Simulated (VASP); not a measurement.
# Ni (Fm-3m) in VASP: single point with PBE

Aim: the single point of Ni with PBE.

All numbers are computed with VASP 6.6.1; they aren't measurements. Logs are shortened: lines on timing, memory, paths and dates and some standing lists are left out, and cuts for length are marked.

### Step 1. The cell of the first run

It takes space group Fm-3m (No. 225, cubic). Conventional cell: a = 3.603 Å, b = 3.603 Å, c = 3.603 Å, α = 90.00°, β = 90.00°, γ = 90.00°. Within 3.4 Å of Ni (site symmetry m-3m) lie 12 Ni at 2.55 Å.

### Step 2. Single point, PBE, collinear spin, antiferromagnetic start

INCAR

```
SYSTEM = Ni
  PREC = Accurate
  ENCUT = 600
  EDIFF = 1E-6
  ISMEAR = -1
  SIGMA = 0.1
  LREAL = .False.
  LASPH = .True.
  NELM = 200
  ALGO = Normal
  ISIF = 2
  LWAVE = .False.
  LCHARG = .False.
  ISPIN = 2
  MAGMOM = 2 -2
  LORBIT = 11
  LMAXMIX = 4
  GGA = PE
  ISYM = 0
  NBANDS = 21
  GGA_COMPAT = .False.
```

KPOINTS

```
regular mesh
0
Gamma
  8 14 11
  0 0 0
```

POSCAR

```
Ni
1.0
   -1.8015000000     -3.6030000000     -1.8015000000
   -1.8015000000      0.0000000000     -1.8015000000
    1.8015000000      0.0000000000     -1.8015000000
Ni
2
Direct
    0.0000000000      0.0000000000      0.0000000000
    0.5000000000      0.0000000000      0.5000000000
```

Potentials or basis: VASP PAW PBE potentials, release 64 (Ni).

On the command line:

```bash
$ cat potpaw_PBE.64/Ni/POTCAR > POTCAR
$ mpirun -np 1 vasp_std > vasp.out
```

OUTCAR:

```text
SYSTEM = Ni
   PREC = Accurate
   ENCUT = 600
   EDIFF = 1E-6
   ISMEAR = -1
   LREAL = .False.
   LASPH = .True.
   NELM = 200
   ISIF = 2
   ISPIN = 2
   LORBIT = 11
   GGA = PE
   ISYM = 0

 ion  position               nearest neighbor table
   1  0.000  0.000  0.000-   2 2.55   2 2.55   2 2.55   2 2.55   2 2.55   2 2.55   2 2.55   2 2.55

   2  0.500  0.000  0.500-   1 2.55   1 2.55   1 2.55   1 2.55   1 2.55   1 2.55   1 2.55   1 2.55

IMPORTANT INFORMATION: All symmetrisations will be switched off!
NOSYMM: (Re-)initialisation of all symmetry stuff for point group C_1.

----------------------------------------------------------------------------------------

                                     Primitive cell

  volume of cell :      23.3864

  direct lattice vectors                    reciprocal lattice vectors
    -1.801500000 -3.603000000 -1.801500000     0.000000000 -0.277546489  0.000000000
    -1.801500000  0.000000000 -1.801500000    -0.277546489  0.277546489 -0.277546489
     1.801500000  0.000000000 -1.801500000     0.277546489  0.000000000 -0.277546489

  length of vectors
     4.412755772  2.547705733  2.547705733     0.277546489  0.480724620  0.392510009

  position of ions in fractional coordinates (direct lattice)
     0.000000000  0.000000000  0.000000000
     0.500000000  0.000000000  0.500000000

  ion indices of the primitive-cell ions
   primitive index   ion index
                 1           1
                 2           2

----------------------------------------------------------------------------------------

 KPOINTS: regular mesh

Automatic generation of k-mesh.
 Grid dimensions read from file:
 generate k-points for:    8   14   11

 Generating k-lattice:

  Cartesian coordinates                     Fractional coordinates (reciprocal lattice)
     0.000000000 -0.034693311  0.000000000     0.125000000  0.000000000  0.000000000
    -0.019824749  0.019824749 -0.019824749     0.000000000  0.071428571  0.000000000
     0.025231499  0.000000000 -0.025231499     0.000000000  0.000000000  0.090909091

  Length of vectors
     0.034693311  0.034337473  0.035682728

  Shift w.r.t. Gamma in fractional coordinates (k-lattice)
     0.000000000  0.000000000  0.000000000

 -----------------------------------------------------------------------------
|                                                                             |
|           W    W    AA    RRRRR   N    N  II  N    N   GGGG   !!!           |
|           W    W   A  A   R    R  NN   N  II  NN   N  G    G  !!!           |
|           W    W  A    A  R    R  N N  N  II  N N  N  G       !!!           |
|           W WW W  AAAAAA  RRRRR   N  N N  II  N  N N  G  GGG   !            |
|           WW  WW  A    A  R   R   N   NN  II  N   NN  G    G                |
|           W    W  A    A  R    R  N    N  II  N    N   GGGG   !!!           |
|                                                                             |
|     Your reciprocal lattice and k-lattice belong to different lattice       |
|     classes:                                                                |
|                                                                             |
|        The reciprocal lattice is simple tetragonal,                         |
|        whereas your k-lattice is simple monoclinic.                         |
|                                                                             |
|     Results are often still useful ...                                      |
|                                                                             |
 -----------------------------------------------------------------------------

 WARNING: IBZKPT: internal override: KBLOWUP is changed to .FALSE.
      ... skipping the blow-up phase ...

 Subroutine IBZKPT returns following result:
 ===========================================

 Found    618 irreducible k-points:

 Following reciprocal coordinates:
            Coordinates               Weight
  0.000000  0.000000  0.000000      1.000000
  0.125000  0.000000  0.000000      2.000000
  0.250000  0.000000  0.000000      2.000000
  0.375000  0.000000  0.000000      2.000000
  0.500000  0.000000  0.000000      1.000000
  0.000000  0.071429  0.000000      2.000000
[... 16 lines left out ...]
  0.125000  0.214286  0.000000      2.000000
  0.250000  0.214286  0.000000      2.000000
 [... further k-points ...]
   k-points           NKPTS =    618   k-points in BZ     NKDIM =    618   number of bands    NBANDS=     21
   number of dos      NEDOS =    301   number of ions     NIONS =      2
   total plane-waves  NPLWV =  14400
   dimension x,y,z NGX =    36 NGY =   20 NGZ =   20
   dimension x,y,z NGXF=    72 NGYF=   40 NGZF=   40
   ions per type =               2
   NGX,Y,Z   is equivalent  to a cutoff of  13.56, 13.05, 13.05 a.u.
   NGXF,Y,Z  is equivalent  to a cutoff of  27.13, 26.10, 26.10 a.u.
 SYSTEM =  Ni
   PREC   = accura    normal or accurate (medium, high low for compatibility)
   ISTART =      0    job   : 0-new  1-cont  2-samecut
   ICHARG =      2    charge: 1-file 2-atom 10-const
   ISPIN  =      2    spin polarized calculation?
   LNONCOLLINEAR =      F non collinear calculations
   LSORBIT =      F    spin-orbit coupling
   LASPH  =      T    aspherical Exc in radial PAW
   ENCUT  =  600.0 eV  44.10 Ry    6.64 a.u.   8.81  5.09  5.09*2*pi/ulx,y,z
   NELM   =    200;   NELMIN=  2; NELMDL= -5     # of ELM steps
   EDIFF  = 0.1E-05   stopping-criterion for ELM
   LREAL  =      F    real-space projection
   EDIFFG = 0.1E-04   stopping-criterion for IOM
   NSW    =      0    number of steps for IOM
   IBRION =     -1    ionic relax: 0-MD 1-quasi-New 2-CG
   NFREE  =      0    steps in history (QN), initial steepest desc. (CG)
   ISIF   =      2    stress and relaxation
   ISYM   =      0    0-nonsym 1-usesym 2-fastsym
   POTIM  = 0.5000    time-step for ionic-motion
   TEBEG  =    0.0;   TEEND  =   0.0 temperature during run
   PSTRESS=    0.0 pullay stress
   NELECT =      20.0000    total number of electrons
   NUPDOWN=      -1.0000    fix difference up-down
   EMIN   =  10.00;   EMAX   =-10.00  energy-range for DOS
   EFERMI =   0.00;   METHOD = LEGACY
   ISMEAR =    -1;   SIGMA  =   0.10  broadening in eV -4-tet -1-fermi 0-gaus
   EFERMI_NEDOS =   21; number of points for ismear=-14 and -15
   IALGO  =     38    algorithm
   IMIX   =      4    mixing-type and parameters
     AMIX     =   0.40;   BMIX     =  1.00
     AMIX_MAG =   1.60;   BMIX_MAG =  1.00
  volume/ion in A,a.u.               =      11.69        78.91
  Fermi-wavevector in a.u.,A,eV,Ry     =   1.553927  2.936496 32.853833  2.414689
  Thomas-Fermi vector in A             =   2.658087
   LORBIT       =     11    0 simple, 1 ext, 2 COOP (PROOUT), +10 PAW based schemes
   GGA     = PE    functional components
   LHFCALC =     F    Hartree Fock is set to
   AEXX    =    0.0000 exact exchange contribution
   IVDW    =     0    specifies the selected vdW correction
   LEPSILON=     F    determine dielectric tensor
   LRPA    =     F    only Hartree local field effects (RPA)
 spin polarized calculation
  energy-cutoff  :      600.00
  volume of cell :       23.39
 maximum number of plane-waves:       798
   NGX = 17   NGY = 11   NGZ = 11

 number of electron      20.0000001 magnetization       0.0001045

 number of electron      20.0000001 magnetization      -0.0001172

 Free energy of the ion-electron system (eV)
  ---------------------------------------------------
  ext. energy  EPLUGINS =         0.00000000
  ---------------------------------------------------
  free energy    TOTEN  =       -10.86069121 eV

  energy without entropy =      -10.67220053  energy(sigma->0) =      -10.76644587

 E-fermi :   8.2193     XC(G=0): -12.8339

 val. band max:        8.2188526542   @ k =  -0.1250  -0.2857   0.4545
 cond. band min:       8.2243557160   @ k =   0.5000   0.2857   0.4545
 fundamental gap:      0.0055030618
 Fermi energy:         8.2192712434

 spin component 1

 k-point     1 :       0.0000    0.0000    0.0000
  band No.  band energies     occupation
      1      -0.1447      1.00000
      2       4.3502      1.00000
      3       4.8917      1.00000
      4       6.5342      1.00000
      5       6.5349      1.00000
      6       6.5361      1.00000
[... 13 lines left out ...]
     20      34.7996      0.00000
     21      34.8000      0.00000

 k-point     2 :       0.1250    0.0000    0.0000
  band No.  band energies     occupation
      1       0.0485      1.00000
      2       4.3448      1.00000
      3       4.9499      1.00000
      4       6.4686      1.00000
      5       6.5862      1.00000
      6       6.5869      1.00000
[... 520 lines left out ...]
 k-point    24 :       0.2500    0.2143    0.0000
  band No.  band energies     occupation
      1       0.9759      1.00000
      2       4.8648      1.00000
      3       5.2033      1.00000
      4       6.2604      1.00000
      5       6.7238      1.00000
      6       6.7515      1.00000
[... 13 lines left out ...]
     20      36.1098      0.00000
     21      36.6585      0.00000

 [... further k-points ...]

 spin component 2

 k-point     1 :       0.0000    0.0000    0.0000
  band No.  band energies     occupation
      1      -0.1447      1.00000
      2       4.3501      1.00000
      3       4.8917      1.00000
      4       6.5342      1.00000
      5       6.5348      1.00000
      6       6.5360      1.00000
[... 13 lines left out ...]
     20      34.7996      0.00000
     21      34.8000      0.00000

 k-point     2 :       0.1250    0.0000    0.0000
  band No.  band energies     occupation
      1       0.0485      1.00000
      2       4.3448      1.00000
      3       4.9498      1.00000
      4       6.4685      1.00000
      5       6.5862      1.00000
      6       6.5868      1.00000
[... 520 lines left out ...]
 k-point    24 :       0.2500    0.2143    0.0000
  band No.  band energies     occupation
      1       0.9759      1.00000
      2       4.8648      1.00000
      3       5.2032      1.00000
      4       6.2603      1.00000
      5       6.7238      1.00000
      6       6.7515      1.00000
[... 13 lines left out ...]
     20      36.1098      0.00000
     21      36.6585      0.00000

 [... further k-points ...]
[... 5 lines left out ...]
  --------------------------------------------------------------------------------------
  -------------------------------------------------------------------------------------
  Total       -1.7803000     -1.8079593     -1.7803001      0.0004182      0.0004187     -0.0070969
  in kB     -121.9666175   -123.8615306   -121.9666284      0.0286491      0.0286878     -0.4862018
  external PRESSURE =    -122.5982588 kB  Pullay stress =       0.0000000 kB

 VOLUME and BASIS-vectors are now :
 -----------------------------------------------------------------------------
  energy-cutoff  :      600.00
  volume of cell :       23.39
      direct lattice vectors                 reciprocal lattice vectors
    -1.801500000 -3.603000000 -1.801500000     0.000000000 -0.277546489  0.000000000
    -1.801500000  0.000000000 -1.801500000    -0.277546489  0.277546489 -0.277546489
     1.801500000  0.000000000 -1.801500000     0.277546489  0.000000000 -0.277546489

 POSITION                                       TOTAL-FORCE (eV/Angst)
 -----------------------------------------------------------------------------------
      0.00000      0.00000      0.00000        -0.000000     -0.000000      0.000000
      0.00000     -1.80150     -1.80150         0.000000      0.000000     -0.000000
 -----------------------------------------------------------------------------------
    total drift:                               -0.000000     -0.000000     -0.000000

  FREE ENERGIE OF THE ION-ELECTRON SYSTEM (eV)
  ---------------------------------------------------
  free  energy   TOTEN  =       -10.8606912109 eV

  energy  without entropy=      -10.6722005272  energy(sigma->0) =      -10.76644587

 total charge

# of ion       s       p       d       tot
------------------------------------------
    1        0.465   0.433   8.296   9.194
    2        0.465   0.433   8.296   9.194
--------------------------------------------------
tot          0.930   0.866  16.592  18.388

 magnetization (x)

# of ion       s       p       d       tot
------------------------------------------
    1       -0.000   0.000   0.000   0.000
    2        0.000   0.000  -0.000  -0.000
--------------------------------------------------
tot          0.000   0.000  -0.000  -0.000
```

Run time: 11 min. Hardware: 1 thread of Intel Xeon 6975P-C, shared host; peak memory 0.56 GiB.

Results:

```
Free energy                                           : -10.8607 eV
Pressure                                              : -12.3 GPa
Band gap on the k mesh                                : zero (filled and empty bands overlap)
Net moment                                            : 0.00 μB per cell
Valence electrons inside the program's atomic spheres : Ni 9.19
```

Stress tensor (GPa, compression positive):
```
-12.20   0.00  -0.05
  0.00 -12.39   0.00
 -0.05   0.00 -12.20
```

Levels at points of the mesh, in eV from the Fermi level:
Spin up:
```
           k point  band 6  band 7  band 8  band 9  band 10  band 11  band 12  band 13  band 14  band 15
(0.00, 0.00, 0.00)   -1.68   -0.70   -0.70   -0.06     0.12     0.12     2.56     8.89    14.35    14.35
(0.50, 0.00, 0.00)   -1.28   -0.92   -0.92   -0.91    -0.91    -0.38    -0.38    18.55    18.55    18.55
(0.00, 0.50, 0.00)   -1.72   -0.04   -0.04   -0.04    -0.04    -0.02    -0.02     5.56     5.56    21.73
(0.50, 0.50, 0.00)   -2.06   -1.10   -1.10   -0.72    -0.72     1.30     1.30    11.20    11.20    12.45
```
Spin down:
```tsv
k point	band 8	band 9	band 10	band 11	band 12	band 13
(0.00, 0.00, 0.00)	-0.70	-0.06	0.12	0.12	2.56	8.89
(0.50, 0.00, 0.00)	-0.92	-0.91	-0.91	-0.38	-0.38	18.55
(0.00, 0.50, 0.00)	-0.04	-0.04	-0.04	-0.02	-0.02	5.56
(0.50, 0.50, 0.00)	-1.10	-0.72	-0.72	1.30	1.30	11.20
```

Caveat: the starting moments collapsed, and a magnetic state may lie lower.
